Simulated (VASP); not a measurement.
# ZnS in VASP: a series of runs, part 2 of 2

VASP 6.6.1.

## Step 4: Single point, PBEsol

This run uses another cell than the first one, of 20.52 Å³/atom.

INCAR

```
ALGO = Normal
EDIFF = 1E-6
ENCUT = 500
GGA = PS
GGA_COMPAT = F
ISIF = 2
ISMEAR = -1
LASPH = T
LCHARG = F
LREAL = F
LWAVE = F
NBANDS = 16
NELM = 120
PREC = Accurate
SIGMA = 0.05
```

KPOINTS

```
k-points
0
Gamma
  7 7 7
```

POSCAR

```
ZnS
1.0
    0.0000000000      2.7560400000      2.7020000000
    2.7560400000      0.0000000000      2.7020000000
    2.7560400000      2.7560400000      0.0000000000
Zn S
1 1
Direct
    0.7500000000      0.7500000000      0.7500000000
    0.0000000000      0.0000000000      0.0000000000
```

Potentials or basis: VASP PAW PBE potentials, release 64 (Zn, S).

Launch:

```
$ cat potpaw_PBE.64/Zn/POTCAR potpaw_PBE.64/S/POTCAR > POTCAR
$ mpirun -np 1 vasp_std > vasp.out
```

OUTCAR:

```text
EDIFF = 1E-6
   ENCUT = 500
   GGA = PS
   ISIF = 2
   ISMEAR = -1
   LASPH = T
   LREAL = F
   NELM = 120
   PREC = Accurate

 ion  position               nearest neighbor table
   1  0.750  0.750  0.750-   2 2.37   2 2.37   2 2.37   2 2.37
   2  0.000  0.000  0.000-   1 2.37   1 2.37   1 2.37   1 2.37

  LATTYP: Found a body centered tetragonal cell.
 ALAT       =     3.8976291464
 C/A-ratio  =     1.3864838847

  Lattice vectors:

 A1 = (   0.0000000000,  -2.7560400000,  -2.7020000000)
 A2 = (   0.0000000000,   2.7560400000,  -2.7020000000)
 A3 = (   2.7560400000,   0.0000000000,   2.7020000000)

Analysis of symmetry for initial positions (statically):
=====================================================================
 Subroutine PRICEL returns:
 Original cell was already a primitive cell.

 Routine SETGRP: Setting up the symmetry group for a
 body centered tetragonal supercell.

 Subroutine GETGRP returns: Found  8 space group operations
 (whereof  8 operations were pure point group operations)
 out of a pool of 16 trial point group operations.

The static configuration has the point symmetry D_2d.

Analysis of symmetry for dynamics (positions and initial velocities):
=====================================================================
 Subroutine PRICEL returns:
 Original cell was already a primitive cell.

 Routine SETGRP: Setting up the symmetry group for a
 body centered tetragonal supercell.

 Subroutine GETGRP returns: Found  8 space group operations
 (whereof  8 operations were pure point group operations)
 out of a pool of 16 trial point group operations.

The dynamic configuration has the point symmetry D_2d.

 Subroutine INISYM returns: Found  8 space group operations
 (whereof  8 operations are pure point group operations),
 and found     1 'primitive' translations

----------------------------------------------------------------------------------------

                                     Primitive cell

  volume of cell :      41.0475

  direct lattice vectors                    reciprocal lattice vectors
     0.000000000  2.756040000  2.702000000    -0.181419718  0.181419718  0.185048113
     2.756040000  0.000000000  2.702000000     0.181419718 -0.181419718  0.185048113
     2.756040000  2.756040000  0.000000000     0.181419718  0.181419718 -0.185048113

  length of vectors
     3.859606260  3.859606260  3.897629146     0.316336897  0.316336897  0.316336897

  position of ions in fractional coordinates (direct lattice)
     0.750000000  0.750000000  0.750000000
     0.000000000  0.000000000  0.000000000

  ion indices of the primitive-cell ions
   primitive index   ion index
                 1           1
                 2           2

----------------------------------------------------------------------------------------

 KPOINTS: k-points

Automatic generation of k-mesh.
 Grid dimensions read from file:
 generate k-points for:    7    7    7

 Generating k-lattice:

  Cartesian coordinates                     Fractional coordinates (reciprocal lattice)
    -0.025917103  0.025917103  0.026435445     0.142857143  0.000000000  0.000000000
     0.025917103 -0.025917103  0.026435445     0.000000000  0.142857143  0.000000000
     0.025917103  0.025917103 -0.026435445     0.000000000  0.000000000  0.142857143

  Length of vectors
     0.045190985  0.045190985  0.045190985

  Shift w.r.t. Gamma in fractional coordinates (k-lattice)
     0.000000000  0.000000000  0.000000000

 Subroutine IBZKPT returns following result:
 ===========================================

 Found     40 irreducible k-points:

 Following reciprocal coordinates:
            Coordinates               Weight
  0.000000  0.000000  0.000000      1.000000
  0.142857 -0.000000  0.000000      8.000000
  0.285714 -0.000000  0.000000      8.000000
  0.428571  0.000000  0.000000      8.000000
  0.142857  0.142857  0.000000      2.000000
  0.285714  0.142857  0.000000      8.000000
[... 16 lines left out ...]
  0.428571  0.285714  0.142857      8.000000
 -0.428571  0.285714  0.142857     16.000000
 [... further k-points ...]
   k-points           NKPTS =     40   k-points in BZ     NKDIM =     40   number of bands    NBANDS=     16
   number of dos      NEDOS =    301   number of ions     NIONS =      2
   total plane-waves  NPLWV =  21952
   dimension x,y,z NGX =    28 NGY =   28 NGZ =   28
   dimension x,y,z NGXF=    56 NGYF=   56 NGZF=   56
   ions per type =               1   1
   NGX,Y,Z   is equivalent  to a cutoff of  12.06, 12.06, 11.94 a.u.
   NGXF,Y,Z  is equivalent  to a cutoff of  24.12, 24.12, 23.89 a.u.
 SYSTEM =  unknown system
   PREC   = accura    normal or accurate (medium, high low for compatibility)
   ISTART =      0    job   : 0-new  1-cont  2-samecut
   ICHARG =      2    charge: 1-file 2-atom 10-const
   ISPIN  =      1    spin polarized calculation?
   LNONCOLLINEAR =      F non collinear calculations
   LSORBIT =      F    spin-orbit coupling
   LASPH  =      T    aspherical Exc in radial PAW
   ENCUT  =  500.0 eV  36.75 Ry    6.06 a.u.   7.04  7.04  7.11*2*pi/ulx,y,z
   NELM   =    120;   NELMIN=  2; NELMDL= -5     # of ELM steps
   EDIFF  = 0.1E-05   stopping-criterion for ELM
   LREAL  =      F    real-space projection
[... 7 lines left out ...]
   TEBEG  =    0.0;   TEEND  =   0.0 temperature during run
   PSTRESS=    0.0 pullay stress
   NELECT =      18.0000    total number of electrons
   NUPDOWN=      -1.0000    fix difference up-down
   EMIN   =  10.00;   EMAX   =-10.00  energy-range for DOS
   EFERMI =   0.00;   METHOD = LEGACY
   ISMEAR =    -1;   SIGMA  =   0.05  broadening in eV -4-tet -1-fermi 0-gaus
   EFERMI_NEDOS =   21; number of points for ismear=-14 and -15
   IALGO  =     38    algorithm
   IMIX   =      4    mixing-type and parameters
     AMIX     =   0.40;   BMIX     =  1.00
     AMIX_MAG =   1.60;   BMIX_MAG =  1.00
  volume/ion in A,a.u.               =      20.52       138.50
  Fermi-wavevector in a.u.,A,eV,Ry     =   1.243761  2.350367 21.047410  1.546941
  Thomas-Fermi vector in A             =   2.378057
   LORBIT       =      0    0 simple, 1 ext, 2 COOP (PROOUT), +10 PAW based schemes
   GGA     = PS    functional components
   LHFCALC =     F    Hartree Fock is set to
   AEXX    =    0.0000 exact exchange contribution
   IVDW    =     0    specifies the selected vdW correction
   LEPSILON=     F    determine dielectric tensor
   LRPA    =     F    only Hartree local field effects (RPA)
 non-spin polarized calculation
  energy-cutoff  :      500.00
  volume of cell :       41.05
 maximum number of plane-waves:      1057
   NGX = 15   NGY = 15   NGZ = 15

 number of electron      17.9999987 magnetization

 Free energy of the ion-electron system (eV)
  ---------------------------------------------------
  ext. energy  EPLUGINS =         0.00000000
  ---------------------------------------------------
  free energy    TOTEN  =        -7.55054004 eV

  energy without entropy =       -7.55054004  energy(sigma->0) =       -7.55054004

 E-fermi :   2.5949     XC(G=0):  -9.6654

 val. band max:        1.6963877418   @ k =   0.0000   0.0000   0.0000
 cond. band min:       3.4603850365   @ k =   0.0000   0.0000   0.0000
 fundamental gap:      1.7639972946
 Fermi energy:         2.5949119718

 k-point     1 :       0.0000    0.0000    0.0000
  band No.  band energies     occupation
      1     -11.2310      2.00000
      2      -4.5701      2.00000
      3      -4.5701      2.00000
      4      -4.5593      2.00000
      5      -4.1160      2.00000
      6      -4.1110      2.00000
[... 8 lines left out ...]
     15      13.1750      0.00000
     16      13.4982      0.00000

 k-point     2 :       0.1429   -0.0000    0.0000
  band No.  band energies     occupation
      1     -11.0879      2.00000
      2      -4.5626      2.00000
      3      -4.5459      2.00000
      4      -4.5367      2.00000
      5      -4.1169      2.00000
      6      -4.1134      2.00000
[... 8 lines left out ...]
     15      12.7320      0.00000
     16      13.9815      0.00000
[... 387 lines left out ...]
      5      -4.1148      2.00000
      6      -4.0665      2.00000
[... 8 lines left out ...]
     15      14.9833      0.00000
     16      16.3311      0.00000

 k-point    24 :      -0.4286    0.2857    0.1429
  band No.  band energies     occupation
      1     -10.2129      2.00000
      2      -4.4416      2.00000
      3      -4.3970      2.00000
      4      -4.2097      2.00000
      5      -4.0940      2.00000
      6      -3.9304      2.00000
[... 8 lines left out ...]
     15      14.7474      0.00000
     16      16.1881      0.00000

 [... further k-points ...]

------------------------ aborting loop because EDIFF is reached ----------------------------------------

  FORCE on cell =-STRESS in cart. coord.  units (eV):
  Direction    XX          YY          ZZ          XY          YZ          ZX
  --------------------------------------------------------------------------------------
  -------------------------------------------------------------------------------------
  Total       -1.1871281     -1.1871281     -0.9715890      0.0000000     -0.0000000      0.0000000
  in kB      -46.3363474    -46.3363474    -37.9233587      0.0000000     -0.0000000      0.0000000
  external PRESSURE =     -43.5320178 kB  Pullay stress =       0.0000000 kB

 VOLUME and BASIS-vectors are now :
 -----------------------------------------------------------------------------
  energy-cutoff  :      500.00
  volume of cell :       41.05
      direct lattice vectors                 reciprocal lattice vectors
     0.000000000  2.756040000  2.702000000    -0.181419718  0.181419718  0.185048113
     2.756040000  0.000000000  2.702000000     0.181419718 -0.181419718  0.185048113
     2.756040000  2.756040000  0.000000000     0.181419718  0.181419718 -0.185048113

 POSITION                                       TOTAL-FORCE (eV/Angst)
 -----------------------------------------------------------------------------------
      4.13406      4.13406      4.05300        -0.000000     -0.000000     -0.000000
      0.00000      0.00000      0.00000         0.000000      0.000000      0.000000
 -----------------------------------------------------------------------------------
    total drift:                                0.000000      0.000000     -0.000000

  FREE ENERGIE OF THE ION-ELECTRON SYSTEM (eV)
  ---------------------------------------------------
  free  energy   TOTEN  =        -7.5505400392 eV

  energy  without entropy=       -7.5505400389  energy(sigma->0) =       -7.55054004
```

OSZICAR:

```text
N       E                     dE             d eps       ncg     rms          rms(c)
DAV:   1     0.768526713278E+02    0.76853E+02   -0.83249E+03  1280   0.127E+03
DAV:   2    -0.292539322370E+01   -0.79778E+02   -0.74665E+02  1448   0.247E+02
DAV:   3    -0.790508227167E+01   -0.49797E+01   -0.49530E+01  1648   0.587E+01
DAV:   4    -0.795261430245E+01   -0.47532E-01   -0.47519E-01  1552   0.597E+00
DAV:   5    -0.795312664828E+01   -0.51235E-03   -0.51233E-03  1680   0.602E-01    0.615E+00
DAV:   6    -0.757232356847E+01    0.38080E+00   -0.77444E-01  1880   0.315E+01    0.489E+00
DAV:   7    -0.755391686304E+01    0.18407E-01   -0.21882E-01  1576   0.447E+00    0.239E+00
DAV:   8    -0.755059494736E+01    0.33219E-02   -0.46283E-03  1832   0.774E-01    0.557E-01
DAV:   9    -0.755045343932E+01    0.14151E-03   -0.87244E-04  1640   0.262E-01    0.987E-02
DAV:  10    -0.755054579956E+01   -0.92360E-04   -0.14843E-04  1632   0.918E-02    0.342E-02
DAV:  11    -0.755053968776E+01    0.61118E-05   -0.19757E-05  1512   0.412E-02    0.691E-03
DAV:  12    -0.755054003920E+01   -0.35144E-06   -0.24899E-06  1616   0.207E-02
   1 F= -.75505400E+01 E0= -.75505400E+01  d E =-.326965E-09
```

Run time: 31 s. Hardware: 1 thread of AMD EPYC 7R13, shared host; peak memory 0.14 GiB.

Results:

- Free energy: -7.5505 eV
- Pressure: -4.4 GPa
- Band gap on the k mesh: 1.76 eV

Caveat: the cell stands under tension; the PAW data sets were made with another functional, which shifts forces and pressure a little. Expect the measured gap to be larger: semilocal functionals such as PBEsol lack the derivative discontinuity.

## Step 5: Relaxation of cell and atoms, PBEsol, target pressure 2 GPa, at which the enthalpy is minimised

This run uses another cell than the first one, of 19.73 Å³/atom.

INCAR

```
PREC = Accurate ; ENCUT = 500
EDIFF = 1E-7 ; ISMEAR = -1
SIGMA = 0.05 ; LREAL = False
LASPH = True ; NELM = 120
ALGO = Normal ; ISIF = 3
LWAVE = False ; LCHARG = False
GGA = PS ; IBRION = 2
NSW = 60 ; EDIFFG = -0.01
PSTRESS = 20.0 ; GGA_COMPAT = False
NELMIN = 4
```

KPOINTS

```
regular mesh
0
Gamma
  9 9 9
```

POSCAR

```
ZnS
1.0
    0.0000000000      2.7020000000      2.7020000000
    2.7020000000      0.0000000000      2.7020000000
    2.7020000000      2.7020000000      0.0000000000
Zn S
1 1
Direct
    0.7500000000      0.7500000000      0.7500000000
    0.0000000000      0.0000000000      0.0000000000
```

Launch:

```
$ cat potpaw_PBE.64/Zn/POTCAR potpaw_PBE.64/S/POTCAR > POTCAR
$ mpirun -np 1 vasp_std > vasp.out
```

Run time: 54 s. Hardware: 1 thread of AMD EPYC 7R13, shared host; peak memory 0.14 GiB.

It converged, with:

```yaml
Free_energy: -7.5834 eV
Relaxed_volume: 18.80 Å³/atom
Relaxed_cell: a = 3.760 Å, b = 3.760 Å, c = 3.760 Å, α = 60.00°, β = 60.00°, γ = 60.00°
Space_group_after_relaxing_to_0.1_Å: F-43m (No. 216)
Energy_change_on_relaxing_the_run_minimises_the_enthalpy: +0.1 meV/atom
Ionic_steps: 3
Pressure_after_relaxing: 2.0 GPa
Band_gap_on_the_k_mesh: 2.19 eV
```

Step by step:
| step | energy change (eV) | largest force (eV/Å) | pressure (GPa) | volume (Å³) |
| --- | --- | --- | --- | --- |
| 1 | 0.0000 | 0.0000 | -1.80 | 39.45 |
| 2 | 0.0140 | 0.0000 | 3.86 | 36.84 |
| 3 | 0.0002 | 0.0000 | 2.00 | 37.60 |

Final structure:
```yaml
crystal:
  lattice:
    - [0.00000, 2.65900, 2.65900]
    - [2.65900, 0.00000, 2.65900]
    - [2.65900, 2.65900, 0.00000]
  atoms:
    - { symbol: Zn, position: [0.75000, 0.75000, 0.75000] }
    - { symbol: S, position: [0.00000, 0.00000, 0.00000] }
```

Levels at points of the mesh, in eV from the valence-band top:
| k point | band 6 | band 7 | band 8 | band 9 | band 10 | band 11 | band 12 | band 13 |
| --- | --- | --- | --- | --- | --- | --- | --- | --- |
| (0.00, 0.00, 0.00) | -6.02 | 0.00 | 0.00 | 0.00 | 2.19 | 6.27 | 6.27 | 6.27 |

Caveat: the cell is relaxed towards a set pressure, so the run minimises the enthalpy, not the energy; the PAW data sets were made with another functional, which shifts forces and pressure a little. A hybrid or GW would open this gap; PBEsol tends to underestimate it.

## Step 6: Relaxation of cell and atoms, PBEsol, target pressure 10 GPa, at which the enthalpy is minimised

This run uses another cell than the first one, of 19.73 Å³/atom.

INCAR

```
  ALGO = Normal
  EDIFF = 1E-7
  EDIFFG = -0.01
  ENCUT = 500
  GGA = PS
  GGA_COMPAT = F
  IBRION = 2
  ISIF = 3
  ISMEAR = -1
  LASPH = T
  LCHARG = F
  LREAL = F
  LWAVE = F
  NELM = 120
  NELMIN = 4
  NSW = 60
  PREC = Accurate
  PSTRESS = 100.0
  SIGMA = 0.05
```

KPOINTS

```
k-points
0
Gamma
  9 9 9
```

POSCAR is that of step 5.

Potentials or basis: VASP PAW PBE potentials, release 64 (Zn, S).

Launch:

```
$ cat potpaw_PBE.64/Zn/POTCAR potpaw_PBE.64/S/POTCAR > POTCAR
$ mpirun -np 1 vasp_std > vasp.out
```

Run time: 93 s. Hardware: 1 thread of AMD EPYC 7R13, shared host; peak memory 0.14 GiB.

Results (log left out):

```yaml
Free_energy: -7.4831 eV
Relaxed_volume: 17.40 Å³/atom
Relaxed_cell: a = 3.665 Å, b = 3.665 Å, c = 3.665 Å, α = 60.00°, β = 60.00°, γ = 60.00°
Space_group_after_relaxing_to_0.1_Å: F-43m (No. 216)
Energy_change_on_relaxing_the_run_minimises_the_enthalpy: +50.2 meV/atom
Ionic_steps: 6
Pressure_after_relaxing: 10.0 GPa
Band_gap_on_the_k_mesh: 2.54 eV
```

The path:
```tsv
step	energy change (eV)	largest force (eV/Å)	pressure (GPa)	volume (Å³)
1	0.0000	0.0000	-1.80	39.45
2	0.4120	0.0000	23.48	31.73
3	0.0974	0.0000	9.81	34.85
4	0.1029	0.0000	10.15	34.76
5	0.0983	0.0000	9.89	34.84
6	0.1005	0.0000	10.01	34.80
```

Final structure:
```yaml
crystal:
  lattice:
    - [0.00000, 2.59134, 2.59134]
    - [2.59134, 0.00000, 2.59134]
    - [2.59134, 2.59134, 0.00000]
  atoms:
    - { symbol: Zn, position: [0.75000, 0.75000, 0.75000] }
    - { symbol: S, position: [0.00000, 0.00000, 0.00000] }
```

Levels at points of the mesh, in eV from the valence-band top:
```tsv
k point	band 5	band 6	band 7	band 8	band 9	band 10	band 11	band 12	band 13
(0.00, 0.00, 0.00)	-6.31	-6.31	0.00	0.00	0.00	2.54	6.18	6.18	6.18
```

Caveat: the cell is relaxed towards a set pressure, so the run minimises the enthalpy, not the energy; the PAW data sets were made with another functional, which shifts forces and pressure a little; an odd mesh through Γ misses points on the zone boundary, where band edges can lie.

## Step 7: Overview

| task | cell | k mesh | gap on the mesh (eV) | pressure (GPa) |
| --- | --- | --- | --- | --- |
| single point | a = 3.757 Å, angles 60.0°, 2 atoms | 9 × 9 × 9 | 2.20 | 2.2 |
| single point | a = 3.746, b = 3.746, c = 3.668 Å, angles 60.7, 60.7, 58.6°, 2 atoms | 7 × 7 × 7 | 2.28 | 5.1 |
| single point | a = 3.860, b = 3.860, c = 3.898 Å, angles 59.7, 59.7, 60.7°, 2 atoms | 7 × 7 × 7 | 1.76 | -4.4 |
| relaxation of cell and atoms | relaxed to 2 GPa from a = 3.821 Å, angles 60.0°, 2 atoms | 9 × 9 × 9 | 2.19 | 2.0 |
| relaxation of cell and atoms | relaxed to 10 GPa from a = 3.821 Å, angles 60.0°, 2 atoms | 9 × 9 × 9 | 2.54 | 10.0 |

Alike in all rows: level PBEsol; potentials or basis VASP PAW PBE potentials, release 64 (Zn, S); no spin polarisation; cutoff (eV) 500; smearing fermi-dirac 0.05 eV.

Caveats: the PAW data sets were made with another functional, which shifts forces and pressure a little; the cell is relaxed towards a set pressure, so the run minimises the enthalpy, not the energy (at least some runs); the cell stands under pressure (at least some runs); the cell stands under tension (at least some runs); an odd mesh through Γ misses points on the zone boundary, where band edges can lie (at least some runs).

Absolute energies hang on the potentials; compare differences alone.
